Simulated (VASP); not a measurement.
# V (Pm-3m) in VASP: notebook, part 2 of 2

VASP 6.6.1. The steps go on from the part before.

### Step 4. Single point, PBE

This run uses another cell than the first one, of 15.28 Å³/atom.

INCAR

```
SYSTEM = V
ALGO     = Normal         ! electronic algorithm
EDIFF    = 1E-6           ! SCF threshold, eV
ENCUT    = 520            ! plane-wave cutoff, eV
GGA      = PE             ! functional
ISIF     = 2              ! what is computed and relaxed
ISMEAR   = -1             ! smearing method
LASPH    = .True.         ! aspherical terms in the spheres
LCHARG   = .False.        ! write CHGCAR
LREAL    = .False.        ! projectors in reciprocal space
LWAVE    = .False.        ! write WAVECAR
NBANDS   = 12             ! bands
NELM     = 100            ! most SCF steps
PREC     = Accurate       ! precision mode
SIGMA    = 0.06122561905347299 ! smearing width, eV
```

KPOINTS

```
k-points
0
Gamma
  22 22 22
  0 0 0
```

POSCAR

```
V
1.0
    2.4812152819      0.0000000000      0.0000000000
    0.0000000000      2.4812152819      0.0000000000
    0.0000000000      0.0000000000      2.4812152819
V
1
Direct
    0.0000000000      0.0000000000      0.0000000000
```

Potentials or basis: VASP PAW PBE potentials, release 64 (V_sv).

On the command line:

```sh
$ cat potpaw_PBE.64/V_sv/POTCAR > POTCAR
$ mpirun -np 1 vasp_std > vasp.out
```

OUTCAR:

```text
SYSTEM = V
   EDIFF = 1E-6
   ENCUT = 520
   GGA = PE
   ISIF = 2
   ISMEAR = -1
   LASPH = .True.
   LREAL = .False.
   NELM = 100
   PREC = Accurate

 ion  position               nearest neighbor table
   1  0.000  0.000  0.000-

  LATTYP: Found a simple cubic cell.
 ALAT       =     2.4812152819

  Lattice vectors:

 A1 = (   2.4812152819,   0.0000000000,   0.0000000000)
 A2 = (   0.0000000000,   2.4812152819,   0.0000000000)
 A3 = (   0.0000000000,   0.0000000000,   2.4812152819)

Analysis of symmetry for initial positions (statically):
=====================================================================
 Subroutine PRICEL returns:
 Original cell was already a primitive cell.

 Routine SETGRP: Setting up the symmetry group for a
 simple cubic supercell.

 Subroutine GETGRP returns: Found 48 space group operations
 (whereof 48 operations were pure point group operations)
 out of a pool of 48 trial point group operations.

The static configuration has the point symmetry O_h .

Analysis of symmetry for dynamics (positions and initial velocities):
=====================================================================
 Subroutine PRICEL returns:
 Original cell was already a primitive cell.

 Routine SETGRP: Setting up the symmetry group for a
 simple cubic supercell.

 Subroutine GETGRP returns: Found 48 space group operations
 (whereof 48 operations were pure point group operations)
 out of a pool of 48 trial point group operations.

The dynamic configuration has the point symmetry O_h .

 Subroutine INISYM returns: Found 48 space group operations
 (whereof 48 operations are pure point group operations),
 and found     1 'primitive' translations

[... 115 lines left out ...]
  Thomas-Fermi vector in A             =   2.655928
   LORBIT       =      0    0 simple, 1 ext, 2 COOP (PROOUT), +10 PAW based schemes
   GGA     = PE    functional components
   LHFCALC =     F    Hartree Fock is set to
   AEXX    =    0.0000 exact exchange contribution
   IVDW    =     0    specifies the selected vdW correction
   LEPSILON=     F    determine dielectric tensor
   LRPA    =     F    only Hartree local field effects (RPA)
 non-spin polarized calculation
  energy-cutoff  :      520.00
  volume of cell :       15.28
 maximum number of plane-waves:       437
   NGX =  9   NGY =  9   NGZ =  9

 number of electron      13.0000012 magnetization

 Free energy of the ion-electron system (eV)
  ---------------------------------------------------
  ext. energy  EPLUGINS =         0.00000000
  ---------------------------------------------------
  free energy    TOTEN  =        -8.14758220 eV

  energy without entropy =       -8.13157794  energy(sigma->0) =       -8.13958007

 E-fermi :   8.3876     XC(G=0): -12.1214

 val. band max:        8.3845568197   @ k =   0.2727   0.2273   0.0000
 cond. band min:       8.3893148892   @ k =   0.2727   0.2273   0.0455
 fundamental gap:      0.0047580695
 Fermi energy:         8.3875755034

 k-point     1 :       0.0000    0.0000    0.0000
  band No.  band energies     occupation
      1     -55.5104      2.00000
      2     -28.8279      2.00000
      3     -28.8279      2.00000
      4     -28.8279      2.00000
      5       2.1332      2.00000
      6       6.3612      2.00000
      7       6.3612      2.00000
      8      11.7249      0.00000
      9      11.7249      0.00000
     10      11.7249      0.00000
     11      26.1654      0.00000
     12      26.1654      0.00000
[... 331 lines left out ...]
 k-point    24 :       0.0909    0.0909    0.0000
  band No.  band energies     occupation
      1     -55.4882      2.00000
      2     -28.9025      2.00000
      3     -28.8934      2.00000
      4     -28.8148      2.00000
      5       2.6017      2.00000
      6       6.5251      2.00000
      7       6.6467      2.00000
      8      11.3680      0.00000
      9      11.5317      0.00000
     10      11.6005      0.00000
     11      24.5452      0.00000
     12      24.7459      0.00000

 [... further k-points ...]

------------------------ aborting loop because EDIFF is reached ----------------------------------------

  FORCE on cell =-STRESS in cart. coord.  units (eV):
  Direction    XX          YY          ZZ          XY          YZ          ZX
  --------------------------------------------------------------------------------------
  -------------------------------------------------------------------------------------
  Total       -0.4663834     -0.4663834     -0.4663834      0.0000000      0.0000000      0.0000000
  in kB      -48.9170550    -48.9170550    -48.9170550      0.0000000      0.0000000      0.0000000
  external PRESSURE =     -48.9170550 kB  Pullay stress =       0.0000000 kB

 VOLUME and BASIS-vectors are now :
 -----------------------------------------------------------------------------
  energy-cutoff  :      520.00
  volume of cell :       15.28
      direct lattice vectors                 reciprocal lattice vectors
     2.481215282  0.000000000  0.000000000     0.403028309  0.000000000  0.000000000
     0.000000000  2.481215282  0.000000000     0.000000000  0.403028309  0.000000000
     0.000000000  0.000000000  2.481215282     0.000000000  0.000000000  0.403028309

 POSITION                                       TOTAL-FORCE (eV/Angst)
 -----------------------------------------------------------------------------------
      0.00000      0.00000      0.00000         0.000000      0.000000      0.000000
 -----------------------------------------------------------------------------------
    total drift:                               -0.000000      0.000000      0.000000

  FREE ENERGIE OF THE ION-ELECTRON SYSTEM (eV)
  ---------------------------------------------------
  free  energy   TOTEN  =        -8.1475821950 eV

  energy  without entropy=       -8.1315779437  energy(sigma->0) =       -8.13958007
```

stdout:

```text
POSCAR found type information on POSCAR V
 POSCAR found :  1 types and       1 ions
 scaLAPACK will be used
 LDA part: xc-table for (Slater+PW92), standard interpolation
 POSCAR, INCAR and KPOINTS ok, starting setup
 FFT: planning ... GRIDC
 FFT: planning ... GRID_SOFT
 FFT: planning ... GRID
 WAVECAR not read
 entering main loop
```

Wall time 33 s (1 thread of Intel Xeon 8259CL, shared host); peak memory 0.17 GiB.

What came out:

```
Free energy            : -8.1476 eV
Pressure               : -4.9 GPa
Band gap on the k mesh : zero (an odd number of electrons rules out a gap without spin polarisation)
```

Caveat: the cell stands under tension.

### Step 5. Single point, PBE

This run uses another cell than the first one, of 15.57 Å³/atom.

INCAR

```
ALGO = Normal ; EDIFF = 1E-6
ENCUT = 520 ; GGA = PE
ISIF = 2 ; ISMEAR = -1
LASPH = T ; LCHARG = T
LELF = T ; LREAL = F
LVHAR = T ; LWAVE = F
NBANDS = 12 ; NELM = 80
PREC = Accurate ; SIGMA = 0.06122561905347299
```

KPOINTS

```
k-points
0
Gamma
  22 22 22
```

POSCAR

```
V
1.0
    2.4970196270      0.0000000000      0.0000000000
    0.0000000000      2.4970196270      0.0000000000
    0.0000000000      0.0000000000      2.4970196270
V
1
Direct
    0.0000000000      0.0000000000      0.0000000000
```

On the command line:

```sh
$ cat potpaw_PBE.64/V_sv/POTCAR > POTCAR
$ mpirun -np 1 vasp_std > vasp.out
```

It took 45 s on 1 thread of Intel Xeon 8259CL, shared host; peak memory 0.17 GiB.

The run converged. Its results:

```
Free energy            : -8.1367 eV
Pressure               : -7.1 GPa
Band gap on the k mesh : zero (an odd number of electrons rules out a gap without spin polarisation)
```

Levels at points of the mesh, in eV from the Fermi level:
| k point | band 3 | band 4 | band 5 | band 6 | band 7 | band 8 | band 9 | band 10 | band 11 | band 12 |
| --- | --- | --- | --- | --- | --- | --- | --- | --- | --- | --- |
| (0.00, 0.00, 0.00) | -37.26 | -37.26 | -6.20 | -1.97 | -1.97 | 3.26 | 3.26 | 3.26 | 17.55 | 17.55 |
| (0.50, 0.00, 0.00) | -37.18 | -37.18 | -2.22 | -1.27 | -0.24 | 1.44 | 1.44 | 3.42 | 7.19 | 18.85 |
| (0.50, 0.50, 0.00) | -38.01 | -37.10 | -3.26 | -0.69 | 1.84 | 1.84 | 4.39 | 5.76 | 5.76 | 12.09 |
| (0.50, 0.50, 0.50) | -37.89 | -37.89 | -1.75 | -1.75 | -1.75 | 4.49 | 4.49 | 10.27 | 12.60 | 12.60 |

Caveat: the cell stands under tension.

### Step 6. Single point, PBE

This run uses another cell than the first one, of 15.57 Å³/atom.

INCAR

```
SYSTEM = V
ALGO = Normal
EDIFF = 1E-7
ENCUT = 520
GGA = PE
ISIF = 2
ISMEAR = -1
LASPH = .True.
LCHARG = .True.
LELF = .True.
LREAL = .False.
LVHAR = .True.
LWAVE = .False.
NBANDS = 12
NELM = 100
PREC = Accurate
SIGMA = 0.06122561905347299
```

KPOINTS

```
k-points
0
Gamma
  22 22 22
  0 0 0
```

POSCAR is that of step 5.

Potentials or basis: VASP PAW PBE potentials, release 64 (V_sv).

On the command line:

```sh
$ cat potpaw_PBE.64/V_sv/POTCAR > POTCAR
$ mpirun -np 1 vasp_std > vasp.out
```

It took 67 s on 1 thread of Intel Xeon 8259CL, shared host; peak memory 0.18 GiB.

The run converged. Its results:

* Free energy: -8.1367 eV
* Pressure: -7.1 GPa
* Band gap on the k mesh: zero (an odd number of electrons rules out a gap without spin polarisation)

Levels at points of the mesh, in eV from the Fermi level:
```tsv
k point	band 5	band 6	band 7	band 8	band 9	band 10
(0.00, 0.00, 0.00)	-6.20	-1.97	-1.97	3.26	3.26	3.26
(0.50, 0.00, 0.00)	-2.22	-1.27	-0.24	1.44	1.44	3.42
(0.50, 0.50, 0.00)	-3.26	-0.69	1.84	1.84	4.39	5.76
(0.50, 0.50, 0.50)	-1.75	-1.75	-1.75	4.49	4.49	10.27
```

Caveat: the cell stands under tension.

### Step 7. Summary

```tsv
cell	gap on the mesh (eV)	pressure (GPa)
a = 2.465 Å, 1 atom	none	-2.5
a = 2.481 Å, 1 atom	none	-4.9
a = 2.497 Å, 1 atom	none	-7.1
```

Alike in all rows: task single point; level PBE; potentials or basis VASP PAW PBE potentials, release 64 (V_sv); no spin polarisation; k mesh 22 × 22 × 22; cutoff (eV) 520; smearing fermi-dirac 0.0612256 eV.

Caveats: the cell stands under tension (at least some runs).

Total energies depend on the potentials used, so only differences within one code and one set of settings carry meaning.
